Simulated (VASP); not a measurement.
# Sn2Ir (Fm-3m) in VASP: notebook

The runs below take Sn2Ir through electric field gradients, with LDA.

Program: VASP 6.6.1. These are calculated values, not measurements. Logs are shortened: lines on timing, memory, paths and dates and some standing lists are left out, and cuts for length are marked.

### 1 The cell of the first run

It takes space group Fm-3m (No. 225, cubic). The conventional cell has a = 6.252 Å, b = 6.252 Å, c = 6.252 Å, α = 90.00°, β = 90.00°, γ = 90.00°. Sn (site symmetry -43m) has 4 Ir at 2.71 Å and 6 Sn at 3.13 Å within 3.6 Å. Within 3.6 Å of Ir (site symmetry m-3m) lie 8 Sn at 2.71 Å.

### 2 Electric field gradients, LDA (20.37 Å³/atom)

Input file INCAR:

```
SYSTEM = Sn2Ir
  PREC = Accurate
  ENCUT = 520
  EDIFF = 1E-8
  ISMEAR = -1
  SIGMA = 0.03
  LREAL = .False.
  LASPH = .True.
  NELM = 80
  ALGO = Normal
  ISIF = 2
  LWAVE = .False.
  LCHARG = .False.
  GGA = CA
  LEFG = .True.
  NBANDS = 26
```

Input file KPOINTS:

```
Automatic mesh
0
Gamma
  10 10 10
  0 0 0
```

Input file POSCAR:

```
Sn2Ir
1.0
    0.0000000000      3.1261704254      3.1261704254
    3.1261704254      0.0000000000      3.1261704254
    3.1261704254      3.1261704254      0.0000000000
Sn Ir
2 1
Direct
    0.2500000000      0.2500000000      0.2500000000
    0.7500000000      0.7500000000      0.7500000000
    0.0000000000      0.0000000000      0.0000000000
```

Potentials or basis: VASP PAW LDA potentials, release 64 (Sn_d, Ir).

Started as:

```console
$ cat potpaw_LDA.64/Sn_d/POTCAR potpaw_LDA.64/Ir/POTCAR > POTCAR
$ mpirun -np 1 vasp_std > vasp.out
```

OUTCAR:

```text
SYSTEM = Sn2Ir
   PREC = Accurate
   ENCUT = 520
   EDIFF = 1E-8
   ISMEAR = -1
   LREAL = .False.
   LASPH = .True.
   NELM = 80
   ISIF = 2
   GGA = CA

 ion  position               nearest neighbor table
   1  0.250  0.250  0.250-   3 2.71   3 2.71   3 2.71   3 2.71   2 3.13   2 3.13   2 3.13   2 3.13
                             2 3.13   2 3.13
   2  0.750  0.750  0.750-   3 2.71   3 2.71   3 2.71   3 2.71   1 3.13   1 3.13   1 3.13   1 3.13
                             1 3.13   1 3.13
   3  0.000  0.000  0.000-   2 2.71   2 2.71   2 2.71   1 2.71   2 2.71   1 2.71   1 2.71   1 2.71

  LATTYP: Found a face centered cubic cell.
 ALAT       =     6.2523408508

  Lattice vectors:

 A1 = (   0.0000000000,   3.1261704254,   3.1261704254)
 A2 = (   3.1261704254,   0.0000000000,   3.1261704254)
 A3 = (   3.1261704254,   3.1261704254,   0.0000000000)

Analysis of symmetry for initial positions (statically):
=====================================================================
 Subroutine PRICEL returns:
 Original cell was already a primitive cell.

 Routine SETGRP: Setting up the symmetry group for a
 face centered cubic supercell.

 Subroutine GETGRP returns: Found 48 space group operations
 (whereof 48 operations were pure point group operations)
 out of a pool of 48 trial point group operations.

The static configuration has the point symmetry O_h .

Analysis of symmetry for dynamics (positions and initial velocities):
=====================================================================
 Subroutine PRICEL returns:
 Original cell was already a primitive cell.

 Routine SETGRP: Setting up the symmetry group for a
 face centered cubic supercell.

 Subroutine GETGRP returns: Found 48 space group operations
 (whereof 48 operations were pure point group operations)
 out of a pool of 48 trial point group operations.

The dynamic configuration has the point symmetry O_h .

 Subroutine INISYM returns: Found 48 space group operations
 (whereof 48 operations are pure point group operations),
 and found     1 'primitive' translations

----------------------------------------------------------------------------------------

                                     Primitive cell

  volume of cell :      61.1038

  direct lattice vectors                    reciprocal lattice vectors
     0.000000000  3.126170425  3.126170425    -0.159940097  0.159940097  0.159940097
     3.126170425  0.000000000  3.126170425     0.159940097 -0.159940097  0.159940097
     3.126170425  3.126170425  0.000000000     0.159940097  0.159940097 -0.159940097

  length of vectors
     4.421072614  4.421072614  4.421072614     0.277024374  0.277024374  0.277024374

  position of ions in fractional coordinates (direct lattice)
     0.250000000  0.250000000  0.250000000
     0.750000000  0.750000000  0.750000000
     0.000000000  0.000000000  0.000000000

  ion indices of the primitive-cell ions
   primitive index   ion index
                 1           1
                 2           2
                 3           3

----------------------------------------------------------------------------------------

 KPOINTS: Automatic mesh

Automatic generation of k-mesh.
 Grid dimensions read from file:
 generate k-points for:   10   10   10

 Generating k-lattice:

  Cartesian coordinates                     Fractional coordinates (reciprocal lattice)
    -0.015994010  0.015994010  0.015994010     0.100000000  0.000000000  0.000000000
     0.015994010 -0.015994010  0.015994010     0.000000000  0.100000000  0.000000000
     0.015994010  0.015994010 -0.015994010     0.000000000  0.000000000  0.100000000

  Length of vectors
     0.027702437  0.027702437  0.027702437

  Shift w.r.t. Gamma in fractional coordinates (k-lattice)
     0.000000000  0.000000000  0.000000000

 Subroutine IBZKPT returns following result:
 ===========================================

 Found     47 irreducible k-points:

 Following reciprocal coordinates:
            Coordinates               Weight
  0.000000  0.000000  0.000000      1.000000
  0.100000  0.000000  0.000000      8.000000
  0.200000  0.000000  0.000000      8.000000
  0.300000  0.000000  0.000000      8.000000
  0.400000  0.000000  0.000000      8.000000
  0.500000  0.000000  0.000000      4.000000
[... 16 lines left out ...]
  0.300000  0.300000  0.000000      6.000000
  0.400000  0.300000  0.000000     24.000000
 [... further k-points ...]
   k-points           NKPTS =     47   k-points in BZ     NKDIM =     47   number of bands    NBANDS=     26
   number of dos      NEDOS =    301   number of ions     NIONS =      3
   total plane-waves  NPLWV =  46656
   dimension x,y,z NGX =    36 NGY =   36 NGZ =   36
   dimension x,y,z NGXF=    72 NGYF=   72 NGZF=   72
   ions per type =               2   1
   NGX,Y,Z   is equivalent  to a cutoff of  13.54, 13.54, 13.54 a.u.
   NGXF,Y,Z  is equivalent  to a cutoff of  27.07, 27.07, 27.07 a.u.
 SYSTEM =  Sn2Ir
   PREC   = accura    normal or accurate (medium, high low for compatibility)
   ISTART =      0    job   : 0-new  1-cont  2-samecut
   ICHARG =      2    charge: 1-file 2-atom 10-const
   ISPIN  =      1    spin polarized calculation?
   LNONCOLLINEAR =      F non collinear calculations
   LSORBIT =      F    spin-orbit coupling
   LASPH  =      T    aspherical Exc in radial PAW
   ENCUT  =  520.0 eV  38.22 Ry    6.18 a.u.   8.22  8.22  8.22*2*pi/ulx,y,z
   NELM   =     80;   NELMIN=  2; NELMDL= -5     # of ELM steps
   EDIFF  = 0.1E-07   stopping-criterion for ELM
   LREAL  =      F    real-space projection
   EDIFFG = 0.1E-06   stopping-criterion for IOM
   NSW    =      0    number of steps for IOM
   IBRION =     -1    ionic relax: 0-MD 1-quasi-New 2-CG
   NFREE  =      0    steps in history (QN), initial steepest desc. (CG)
   ISIF   =      2    stress and relaxation
   ISYM   =      2    0-nonsym 1-usesym 2-fastsym
   POTIM  = 0.5000    time-step for ionic-motion
   TEBEG  =    0.0;   TEEND  =   0.0 temperature during run
   PSTRESS=    0.0 pullay stress
   NELECT =      37.0000    total number of electrons
   NUPDOWN=      -1.0000    fix difference up-down
   EMIN   =  10.00;   EMAX   =-10.00  energy-range for DOS
   EFERMI =   0.00;   METHOD = LEGACY
   ISMEAR =    -1;   SIGMA  =   0.03  broadening in eV -4-tet -1-fermi 0-gaus
   EFERMI_NEDOS =   21; number of points for ismear=-14 and -15
   IALGO  =     38    algorithm
   IMIX   =      4    mixing-type and parameters
     AMIX     =   0.40;   BMIX     =  1.00
     AMIX_MAG =   1.60;   BMIX_MAG =  1.00
  volume/ion in A,a.u.               =      20.37       137.45
  Fermi-wavevector in a.u.,A,eV,Ry     =   1.385010  2.617288 26.099394  1.918251
  Thomas-Fermi vector in A             =   2.509460
   LORBIT       =      0    0 simple, 1 ext, 2 COOP (PROOUT), +10 PAW based schemes
   GGA     = CA    functional components
   LHFCALC =     F    Hartree Fock is set to
   AEXX    =    0.0000 exact exchange contribution
   IVDW    =     0    specifies the selected vdW correction
   LEPSILON=     F    determine dielectric tensor
   LRPA    =     F    only Hartree local field effects (RPA)
 non-spin polarized calculation
  energy-cutoff  :      520.00
  volume of cell :       61.10
 maximum number of plane-waves:      1676
 NGX is ok and might be reduce to    36
   NGX = 17   NGY = 17   NGZ = 17

 number of electron      36.9999993 magnetization

 Free energy of the ion-electron system (eV)
  ---------------------------------------------------
  ext. energy  EPLUGINS =         0.00000000
  ---------------------------------------------------
  free energy    TOTEN  =       -20.23343779 eV

  energy without entropy =      -20.22837134  energy(sigma->0) =      -20.23090457

 E-fermi :   9.3818     XC(G=0): -11.8109

 val. band max:        9.3778320731   @ k =   0.5000   0.2000   0.1000
 cond. band min:       9.4299832798   @ k =   0.3000   0.2000   0.0000
 fundamental gap:      0.0521512067
 Fermi energy:         9.3817630973

 k-point     1 :       0.0000    0.0000    0.0000
  band No.  band energies     occupation
      1     -12.1322      2.00000
      2     -12.1322      2.00000
      3     -11.9974      2.00000
      4     -11.9974      2.00000
      5     -11.9974      2.00000
      6     -11.8111      2.00000
[... 685 lines left out ...]
     25      19.4403      0.00000
     26      19.7371      0.00000

 [... further k-points ...]

------------------------ aborting loop because EDIFF is reached ----------------------------------------

  FORCE on cell =-STRESS in cart. coord.  units (eV):
  Direction    XX          YY          ZZ          XY          YZ          ZX
  --------------------------------------------------------------------------------------
  -------------------------------------------------------------------------------------
  Total        1.5173200      1.5173200      1.5173200     -0.0000000      0.0000000     -0.0000000
  in kB       39.7850420     39.7850420     39.7850420     -0.0000000      0.0000000     -0.0000000
  external PRESSURE =      39.7850420 kB  Pullay stress =       0.0000000 kB

 VOLUME and BASIS-vectors are now :
 -----------------------------------------------------------------------------
  energy-cutoff  :      520.00
  volume of cell :       61.10
      direct lattice vectors                 reciprocal lattice vectors
     0.000000000  3.126170425  3.126170425    -0.159940097  0.159940097  0.159940097
     3.126170425  0.000000000  3.126170425     0.159940097 -0.159940097  0.159940097
     3.126170425  3.126170425  0.000000000     0.159940097  0.159940097 -0.159940097

 POSITION                                       TOTAL-FORCE (eV/Angst)
 -----------------------------------------------------------------------------------
      1.56309      1.56309      1.56309         0.000000      0.000000      0.000000
      4.68926      4.68926      4.68926        -0.000000     -0.000000     -0.000000
      0.00000      0.00000      0.00000        -0.000000     -0.000000     -0.000000
 -----------------------------------------------------------------------------------
    total drift:                                0.000000      0.000000      0.000000

  FREE ENERGIE OF THE ION-ELECTRON SYSTEM (eV)
  ---------------------------------------------------
  free  energy   TOTEN  =       -20.2334377933 eV

  energy  without entropy=      -20.2283713440  energy(sigma->0) =      -20.23090457

 Electric field gradients (V/A^2)
---------------------------------------------------------------------
 ion       V_xx      V_yy      V_zz      V_xy      V_xz      V_yz
---------------------------------------------------------------------
   1      -0.000     0.000     0.000    -0.002    -0.002    -0.002
   2      -0.000     0.000    -0.000    -0.002    -0.002    -0.002
   3      -0.000    -0.000    -0.000     0.000     0.000     0.000
---------------------------------------------------------------------

 Electric field gradients after diagonalization (V/A^2)
 (convention: |V_zz| > |V_xx| > |V_yy|)
----------------------------------------------------------------------
 ion       V_xx      V_yy      V_zz     asymmetry (V_yy - V_xx)/ V_zz
----------------------------------------------------------------------
   1       0.002     0.002    -0.003       0.000
   2       0.002     0.002    -0.003       0.000
   3      -0.000    -0.000     0.000       0.000
----------------------------------------------------------------------

           NMR quadrupolar parameters

 Cq : quadrupolar parameter    Cq=e*Q*V_zz/h
 eta: asymmetry parameters     (V_yy - V_xx)/ V_zz
 Q  : nuclear electric quadrupole moment in mb (millibarn)
----------------------------------------------------------------------
 ion       Cq(MHz)       eta       Q (mb)
----------------------------------------------------------------------
   1      -0.000       0.000       1.000
   2      -0.000       0.000       1.000
   3       0.000       0.000       1.000
----------------------------------------------------------------------
```

Wall time 40 s (1 thread of Intel Xeon Platinum 8559C (Emerald Rapids), shared host); peak memory 0.21 GiB.

What came out:

```
Free energy                             : -20.2334 eV
Pressure                                : 4.0 GPa
Band gap on the k mesh                  : zero (an odd number of electrons rules out a gap without spin polarisation)
Largest electric field gradient by atom : under 0.05 V/Å² on every atom
```

Levels at points of the mesh, in eV from the Fermi level:
```
           k point  band 17  band 18  band 19  band 20  band 21  band 22
(0.00, 0.00, 0.00)    -2.11     3.74     3.74     3.74     4.09     4.09
(0.50, 0.00, 0.00)    -2.19    -0.06    -0.06     1.31     2.84     4.33
(0.50, 0.50, 0.00)    -2.64    -2.27    -2.11     1.44     3.42     8.44
```

Caveat: the cell stands under pressure; spin-orbit coupling is left out, which moves the levels of the heavy elements.

### 3 Electric field gradients, LDA (21.00 Å³/atom)

This run uses another cell than the first one, of 21.00 Å³/atom.

Input file INCAR:

```
SYSTEM = Sn2Ir
PREC = Accurate
ENCUT = 520
EDIFF = 1E-8
ISMEAR = -1
SIGMA = 0.03
LREAL = .False.
LASPH = .True.
NELM = 80
ALGO = Normal
ISIF = 2
LWAVE = .False.
LCHARG = .False.
LEFG = .True.
NBANDS = 26
```

Input file KPOINTS:

```
regular mesh
0
Gamma
  10 10 10
  0 0 0
```

Input file POSCAR:

```
Sn2Ir
1.0
    0.0000000000      3.1584012586      3.1584012586
    3.1584012586      0.0000000000      3.1584012586
    3.1584012586      3.1584012586      0.0000000000
Sn Ir
2 1
Direct
    0.2500000000      0.2500000000      0.2500000000
    0.7500000000      0.7500000000      0.7500000000
    0.0000000000      0.0000000000      0.0000000000
```

Potentials or basis: VASP PAW LDA potentials, release 64 (Sn_d, Ir).

Started as:

```console
$ cat potpaw_LDA.64/Sn_d/POTCAR potpaw_LDA.64/Ir/POTCAR > POTCAR
$ mpirun -np 1 vasp_std > vasp.out
```

OUTCAR:

```text
SYSTEM = Sn2Ir
   PREC = Accurate
   ENCUT = 520
   EDIFF = 1E-8
   ISMEAR = -1
   LREAL = .False.
   LASPH = .True.
   NELM = 80
   ISIF = 2

 ion  position               nearest neighbor table
   1  0.250  0.250  0.250-   3 2.74   3 2.74   3 2.74   3 2.74   2 3.16   2 3.16   2 3.16   2 3.16
                             2 3.16   2 3.16
   2  0.750  0.750  0.750-   3 2.74   3 2.74   3 2.74   3 2.74   1 3.16   1 3.16   1 3.16   1 3.16
                             1 3.16   1 3.16
   3  0.000  0.000  0.000-   1 2.74   2 2.74   2 2.74   2 2.74   2 2.74   1 2.74   1 2.74   1 2.74

  LATTYP: Found a face centered cubic cell.
 ALAT       =     6.3168025172

[... 921 lines left out ...]
---------------------------------------------------------------------
 ion       V_xx      V_yy      V_zz      V_xy      V_xz      V_yz
---------------------------------------------------------------------
   1      -0.000     0.000     0.000    -0.002    -0.002    -0.002
   2      -0.000     0.000     0.000    -0.002    -0.002    -0.002
   3      -0.000    -0.000     0.000     0.000     0.000     0.000
---------------------------------------------------------------------

 Electric field gradients after diagonalization (V/A^2)
 (convention: |V_zz| > |V_xx| > |V_yy|)
----------------------------------------------------------------------
 ion       V_xx      V_yy      V_zz     asymmetry (V_yy - V_xx)/ V_zz
----------------------------------------------------------------------
   1       0.002     0.002    -0.004       0.000
   2       0.002     0.002    -0.004       0.000
   3      -0.000    -0.000     0.000       0.000
----------------------------------------------------------------------

           NMR quadrupolar parameters

 Cq : quadrupolar parameter    Cq=e*Q*V_zz/h
 eta: asymmetry parameters     (V_yy - V_xx)/ V_zz
 Q  : nuclear electric quadrupole moment in mb (millibarn)
----------------------------------------------------------------------
 ion       Cq(MHz)       eta       Q (mb)
----------------------------------------------------------------------
   1      -0.000       0.000       1.000
   2      -0.000       0.000       1.000
   3       0.000       0.000       1.000
----------------------------------------------------------------------
```

Run time: 41 s. Hardware: 1 thread of Intel Xeon Platinum 8559C (Emerald Rapids), shared host; peak memory 0.21 GiB.

What came out:

```
Free energy                             : -20.2543 eV
Pressure                                : -0.5 GPa
Band gap on the k mesh                  : zero (an odd number of electrons rules out a gap without spin polarisation)
Largest electric field gradient by atom : under 0.05 V/Å² on every atom
```

Caveat: spin-orbit coupling is left out, which moves the levels of the heavy elements.

The gap in the log of VASP goes by the Fermi energy; the results here count the filled bands.